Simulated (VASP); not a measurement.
# SiC (R-3m) in VASP: a series of runs

The runs below take SiC through single point, with PBE.

Program: VASP 6.6.1. These are calculated values, not measurements. Logs are shortened: lines on timing, memory, paths and dates and some standing lists are left out, and cuts for length are marked.

## Step 1: The cell of the first run

It takes space group R-3m (No. 166, trigonal). Conventional cell: a = 3.097 Å, b = 3.097 Å, c = 16.026 Å, α = 90.00°, β = 90.00°, γ = 120.00°. C (site symmetry 3m) has 1 C at 1.61 Å and 3 Si at 1.91 Å within 2.1 Å. Si (site symmetry 3m) has 3 C at 1.91 Å and 1 Si at 2.39 Å within 2.5 Å.

## Step 2: Single point, PBE

INCAR

```
SYSTEM = SiC
  ALGO = Normal
  EDIFF = 1E-7
  ENCUT = 520
  GGA = PE
  ISIF = 2
  ISMEAR = 0
  LASPH = .TRUE.
  LCHARG = .FALSE.
  LREAL = .FALSE.
  LWAVE = .FALSE.
  NBANDS = 16
  NELM = 60
  PREC = Accurate
  SIGMA = 0.01
```

KPOINTS

```
k-points
0
G
  8 8 8
  0 0 0
```

POSCAR

```
SiC
1.0
    1.5485092389      0.8940322259      5.3418850317
   -1.5485092389      0.8940322259      5.3418850317
    0.0000000000     -1.7880644519      5.3418850317
C Si
2 2
Direct
    0.4496676742      0.4496676742      0.4496676742
    0.5503323258      0.5503323258      0.5503323258
    0.9255061281      0.9255061281      0.9255061281
    0.0744938719      0.0744938719      0.0744938719
```

Potentials or basis: VASP PAW PBE potentials, release 64 (C, Si).

Launch:

```
$ cat potpaw_PBE.64/C/POTCAR potpaw_PBE.64/Si/POTCAR > POTCAR
$ mpirun -np 1 vasp_std > vasp.out
```

OUTCAR:

```text
SYSTEM = SiC
   EDIFF = 1E-7
   ENCUT = 520
   GGA = PE
   ISIF = 2
   ISMEAR = 0
   LASPH = .TRUE.
   LREAL = .FALSE.
   NELM = 60
   PREC = Accurate

 ion  position               nearest neighbor table
   1  0.450  0.450  0.450-   2 1.61   4 1.91   4 1.91   4 1.91
   2  0.550  0.550  0.550-   1 1.61   3 1.91   3 1.91   3 1.91
   3  0.926  0.926  0.926-   2 1.91   2 1.91   2 1.91   4 2.39
   4  0.074  0.074  0.074-   1 1.91   1 1.91   1 1.91   3 2.39

  LATTYP: Found a trigonal (rhomboedric) cell.
 ALAT       =     5.6331971540
 COS(alpha) =     0.8488710396

  Lattice vectors:

 A1 = (   1.5485092389,   0.8940322259,   5.3418850317)
 A2 = (  -1.5485092389,   0.8940322259,   5.3418850317)
 A3 = (   0.0000000000,  -1.7880644519,   5.3418850317)

Analysis of symmetry for initial positions (statically):
=====================================================================
 Subroutine PRICEL returns:
 Original cell was already a primitive cell.

 Routine SETGRP: Setting up the symmetry group for a
 trigonal (rhombohedral) supercell.

 Subroutine GETGRP returns: Found 12 space group operations
 (whereof 12 operations were pure point group operations)
 out of a pool of 12 trial point group operations.

The static configuration has the point symmetry D_3d.

Analysis of symmetry for dynamics (positions and initial velocities):
=====================================================================
 Subroutine PRICEL returns:
 Original cell was already a primitive cell.

 Routine SETGRP: Setting up the symmetry group for a
 trigonal (rhombohedral) supercell.

 Subroutine GETGRP returns: Found 12 space group operations
 (whereof 12 operations were pure point group operations)
 out of a pool of 12 trial point group operations.

The dynamic configuration has the point symmetry D_3d.

 Subroutine INISYM returns: Found 12 space group operations
 (whereof 12 operations are pure point group operations),
 and found     1 'primitive' translations

----------------------------------------------------------------------------------------

                                     Primitive cell

  volume of cell :      44.3724

  direct lattice vectors                    reciprocal lattice vectors
     1.548509239  0.894032226  5.341885032     0.322891196  0.186421319  0.062399945
    -1.548509239  0.894032226  5.341885032    -0.322891196  0.186421319  0.062399945
     0.000000000 -1.788064452  5.341885032     0.000000000 -0.372842638  0.062399945

  length of vectors
     5.633197154  5.633197154  5.633197154     0.378028287  0.378028287  0.378028287

  position of ions in fractional coordinates (direct lattice)
     0.449667674  0.449667674  0.449667674
     0.550332326  0.550332326  0.550332326
     0.925506128  0.925506128  0.925506128
     0.074493872  0.074493872  0.074493872

  ion indices of the primitive-cell ions
   primitive index   ion index
                 1           1
                 2           2
                 3           3
                 4           4

----------------------------------------------------------------------------------------

 KPOINTS: k-points

Automatic generation of k-mesh.
 Grid dimensions read from file:
 generate k-points for:    8    8    8

 Generating k-lattice:

  Cartesian coordinates                     Fractional coordinates (reciprocal lattice)
     0.040361399  0.023302665  0.007799993     0.125000000  0.000000000  0.000000000
    -0.040361399  0.023302665  0.007799993     0.000000000  0.125000000  0.000000000
     0.000000000 -0.046605330  0.007799993     0.000000000  0.000000000  0.125000000

  Length of vectors
     0.047253536  0.047253536  0.047253536

  Shift w.r.t. Gamma in fractional coordinates (k-lattice)
     0.000000000  0.000000000  0.000000000

 Subroutine IBZKPT returns following result:
 ===========================================

 Found     65 irreducible k-points:

 Following reciprocal coordinates:
            Coordinates               Weight
  0.000000  0.000000  0.000000      1.000000
  0.125000  0.000000  0.000000      6.000000
  0.250000  0.000000  0.000000      6.000000
  0.375000  0.000000  0.000000      6.000000
  0.500000  0.000000  0.000000      3.000000
  0.125000  0.125000  0.000000      6.000000
[... 16 lines left out ...]
  0.250000  0.125000  0.125000      6.000000
  0.375000  0.125000  0.125000      6.000000
 [... further k-points ...]
   k-points           NKPTS =     65   k-points in BZ     NKDIM =     65   number of bands    NBANDS=     16
   number of dos      NEDOS =    301   number of ions     NIONS =      4
   total plane-waves  NPLWV =  74088
   dimension x,y,z NGX =    42 NGY =   42 NGZ =   42
   dimension x,y,z NGXF=    84 NGYF=   84 NGZF=   84
   ions per type =               2   2
   NGX,Y,Z   is equivalent  to a cutoff of  12.39, 12.39, 12.39 a.u.
   NGXF,Y,Z  is equivalent  to a cutoff of  24.79, 24.79, 24.79 a.u.
 SYSTEM =  SiC
   PREC   = accura    normal or accurate (medium, high low for compatibility)
   ISTART =      0    job   : 0-new  1-cont  2-samecut
   ICHARG =      2    charge: 1-file 2-atom 10-const
   ISPIN  =      1    spin polarized calculation?
   LNONCOLLINEAR =      F non collinear calculations
   LSORBIT =      F    spin-orbit coupling
   LASPH  =      T    aspherical Exc in radial PAW
   ENCUT  =  520.0 eV  38.22 Ry    6.18 a.u.  10.47 10.47 10.47*2*pi/ulx,y,z
   NELM   =     60;   NELMIN=  2; NELMDL= -5     # of ELM steps
   EDIFF  = 0.1E-06   stopping-criterion for ELM
   LREAL  =      F    real-space projection
   EDIFFG = 0.1E-05   stopping-criterion for IOM
   NSW    =      0    number of steps for IOM
   IBRION =     -1    ionic relax: 0-MD 1-quasi-New 2-CG
   NFREE  =      0    steps in history (QN), initial steepest desc. (CG)
   ISIF   =      2    stress and relaxation
   ISYM   =      2    0-nonsym 1-usesym 2-fastsym
   POTIM  = 0.5000    time-step for ionic-motion
   TEBEG  =    0.0;   TEEND  =   0.0 temperature during run
   PSTRESS=    0.0 pullay stress
   NELECT =      16.0000    total number of electrons
   NUPDOWN=      -1.0000    fix difference up-down
   EMIN   =  10.00;   EMAX   =-10.00  energy-range for DOS
   EFERMI =   0.00;   METHOD = LEGACY
   ISMEAR =     0;   SIGMA  =   0.01  broadening in eV -4-tet -1-fermi 0-gaus
   EFERMI_NEDOS =   21; number of points for ismear=-14 and -15
   IALGO  =     38    algorithm
   IMIX   =      4    mixing-type and parameters
     AMIX     =   0.40;   BMIX     =  1.00
     AMIX_MAG =   1.60;   BMIX_MAG =  1.00
  volume/ion in A,a.u.               =      11.09        74.86
  Fermi-wavevector in a.u.,A,eV,Ry     =   1.165227  2.201960 18.473367  1.357754
  Thomas-Fermi vector in A             =   2.301755
   LORBIT       =      0    0 simple, 1 ext, 2 COOP (PROOUT), +10 PAW based schemes
   GGA     = PE    functional components
   LHFCALC =     F    Hartree Fock is set to
   AEXX    =    0.0000 exact exchange contribution
   IVDW    =     0    specifies the selected vdW correction
   LEPSILON=     F    determine dielectric tensor
   LRPA    =     F    only Hartree local field effects (RPA)
 non-spin polarized calculation
 Gauss-broadening in eV      SIGMA  =   0.01
  energy-cutoff  :      520.00
  volume of cell :       44.37
 maximum number of plane-waves:      1211
 NGX is ok and might be reduce to    42
   NGX = 21   NGY = 21   NGZ = 21

 number of electron      16.0000000 magnetization

 Free energy of the ion-electron system (eV)
  ---------------------------------------------------
  ext. energy  EPLUGINS =         0.00000000
  ---------------------------------------------------
  free energy    TOTEN  =       -28.79101749 eV

  energy without entropy =      -28.79101749  energy(sigma->0) =      -28.79101749

 E-fermi :   8.4817     XC(G=0): -11.0548

 val. band max:        8.3788056027   @ k =   0.0000   0.0000   0.0000
 cond. band min:       8.8090994297   @ k =   0.5000   0.5000   0.0000
 fundamental gap:      0.4302938269
 Fermi energy:         8.4817430191

 k-point     1 :       0.0000    0.0000    0.0000
  band No.  band energies     occupation
      1      -8.0676      2.00000
      2      -4.1729      2.00000
      3      -1.1630      2.00000
      4       5.7467      2.00000
      5       5.7467      2.00000
      6       7.2841      2.00000
[... 8 lines left out ...]
     15      14.7778      0.00000
     16      19.8718      0.00000

 k-point     2 :       0.1250    0.0000    0.0000
  band No.  band energies     occupation
      1      -7.8153      2.00000
      2      -3.9523      2.00000
      3      -0.9061      2.00000
      4       4.5680      2.00000
      5       5.4555      2.00000
      6       7.0851      2.00000
[... 8 lines left out ...]
     15      15.5794      0.00000
     16      19.2716      0.00000

 k-point     3 :       0.2500    0.0000    0.0000
  band No.  band energies     occupation
      1      -7.0892      2.00000
      2      -3.3147      2.00000
      3      -0.2890      2.00000
      4       2.5080      2.00000
      5       4.8646      2.00000
      6       4.9002      2.00000
[... 8 lines left out ...]
     15      17.4149      0.00000
     16      18.0142      0.00000

 k-point     4 :       0.3750    0.0000    0.0000
  band No.  band energies     occupation
      1      -6.0417      2.00000
      2      -2.4432      2.00000
      3      -0.5271      2.00000
      4       1.9081      2.00000
      5       2.7423      2.00000
      6       4.3781      2.00000
[... 8 lines left out ...]
     15      18.1746      0.00000
     16      18.6885      0.00000
[... 324 lines left out ...]
 k-point    22 :       0.1250    0.1250    0.1250
  band No.  band energies     occupation
      1      -8.0275      2.00000
      2      -4.4146      2.00000
      3      -0.7844      2.00000
      4       5.7472      2.00000
      5       5.7472      2.00000
      6       6.7715      2.00000
[... 8 lines left out ...]
     15      15.0154      0.00000
     16      19.7525      0.00000

 k-point    23 :       0.2500    0.1250    0.1250
  band No.  band energies     occupation
      1      -7.7516      2.00000
      2      -4.3102      2.00000
      3      -0.3250      2.00000
      4       4.5328      2.00000
      5       5.4803      2.00000
      6       6.3830      2.00000
[... 8 lines left out ...]
     15      15.5976      0.00000
     16      18.5494      0.00000

 k-point    24 :       0.3750    0.1250    0.1250
  band No.  band energies     occupation
      1      -7.0109      2.00000
      2      -3.7272      2.00000
      3       0.3620      2.00000
      4       2.5021      2.00000
      5       4.8820      2.00000
      6       5.0048      2.00000
[... 8 lines left out ...]
     15      17.3103      0.00000
     16      17.9221      0.00000

 [... further k-points ...]
[... 5 lines left out ...]
  --------------------------------------------------------------------------------------
  -------------------------------------------------------------------------------------
  Total        0.0024752      0.0024752     -0.0194743      0.0000000      0.0000000      0.0000000
  in kB        0.0893727      0.0893727     -0.7031674      0.0000000      0.0000000      0.0000000
  external PRESSURE =      -0.1748073 kB  Pullay stress =       0.0000000 kB

 VOLUME and BASIS-vectors are now :
 -----------------------------------------------------------------------------
  energy-cutoff  :      520.00
  volume of cell :       44.37
      direct lattice vectors                 reciprocal lattice vectors
     1.548509239  0.894032226  5.341885032     0.322891196  0.186421319  0.062399945
    -1.548509239  0.894032226  5.341885032    -0.322891196  0.186421319  0.062399945
     0.000000000 -1.788064452  5.341885032     0.000000000 -0.372842638  0.062399945

 POSITION                                       TOTAL-FORCE (eV/Angst)
 -----------------------------------------------------------------------------------
      0.00000     -0.00000      7.20622         0.000000      0.000000     -0.020207
      0.00000     -0.00000      8.81944         0.000000     -0.000000      0.020207
      0.00000     -0.00000     14.83184         0.000000     -0.000000      0.005749
      0.00000     -0.00000      1.19381         0.000000      0.000000     -0.005749
 -----------------------------------------------------------------------------------
    total drift:                               -0.000000      0.000000      0.000000

  FREE ENERGIE OF THE ION-ELECTRON SYSTEM (eV)
  ---------------------------------------------------
  free  energy   TOTEN  =       -28.7910174850 eV

  energy  without entropy=      -28.7910174850  energy(sigma->0) =      -28.79101749
```

It took 2.3 min on 1 thread of Intel Xeon 6975P-C, shared host; peak memory 0.25 GiB.

Results:

```yaml
Free_energy: -28.7910 eV
Pressure: 0.0 GPa
Largest_force: 0.020 eV/Å
Band_gap_on_the_k_mesh: 0.43 eV, indirect (least direct gap 1.83 eV)
```

Forces in eV/Å, atoms in the order of the input:
```
C    0.000  0.000 -0.020
C    0.000  0.000  0.020
Si   0.000  0.000  0.006
Si   0.000  0.000 -0.006
```

## Step 3: Single point, PBE (volume changed by +3%)

INCAR

```
SYSTEM = SiC
PREC = Accurate
ENCUT = 520
EDIFF = 1E-6
ISMEAR = 0
SIGMA = 0.01
LREAL = .False.
LASPH = .True.
NELM = 80
ALGO = Normal
ISIF = 2
LWAVE = .False.
LCHARG = .False.
GGA = PE
NBANDS = 16
```

KPOINTS

```
regular mesh
0
Gamma
  8 8 8
  0 0 0
```

POSCAR

```
SiC
1.0
    1.5638420107      0.9028846059      5.3947784224
   -1.5638420107      0.9028846059      5.3947784224
    0.0000000000     -1.8057692117      5.3947784224
C Si
2 2
Direct
    0.4496676742      0.4496676742      0.4496676742
    0.5503323258      0.5503323258      0.5503323258
    0.9255061281      0.9255061281      0.9255061281
    0.0744938719      0.0744938719      0.0744938719
```

Potentials or basis: VASP PAW PBE potentials, release 64 (C, Si).

Launch:

```
$ cat potpaw_PBE.64/C/POTCAR potpaw_PBE.64/Si/POTCAR > POTCAR
$ mpirun -np 1 vasp_std > vasp.out
```

Wall time 1.7 min (1 thread of Intel Xeon 6975P-C, shared host); peak memory 0.25 GiB.

Results (log left out):

```yaml
Free_energy: -28.7680 eV
Pressure: -5.5 GPa
Largest_force: 0.123 eV/Å
Band_gap_on_the_k_mesh: 0.48 eV, indirect (least direct gap 1.86 eV)
```

Forces in eV/Å, atoms in the order of the input:
```
C    0.000  0.000  0.010
C    0.000  0.000 -0.010
Si   0.000  0.000 -0.123
Si   0.000  0.000  0.123
```

Stress tensor (GPa, compression positive):
```
-5.36  0.00  0.00
 0.00 -5.36  0.00
 0.00  0.00 -5.68
```

Levels at points of the mesh, in eV from the valence-band top:
```
           k point  band 5  band 6  band 7  band 8  band 9  band 10  band 11  band 12
(0.00, 0.00, 0.00)   -2.56   -1.07    0.00    0.00    3.26     3.54     5.77     5.77
(0.50, 0.00, 0.00)   -5.51   -4.07   -3.91   -1.92    2.00     3.73     4.09     6.68
(0.50, 0.50, 0.00)   -4.75   -4.26   -1.44   -1.38    0.48     1.92     3.88     5.58
(0.50, 0.50, 0.50)   -2.55   -2.55   -0.07   -0.07    3.27     5.35     5.53     5.53
```

 A k mesh can miss the band edges.
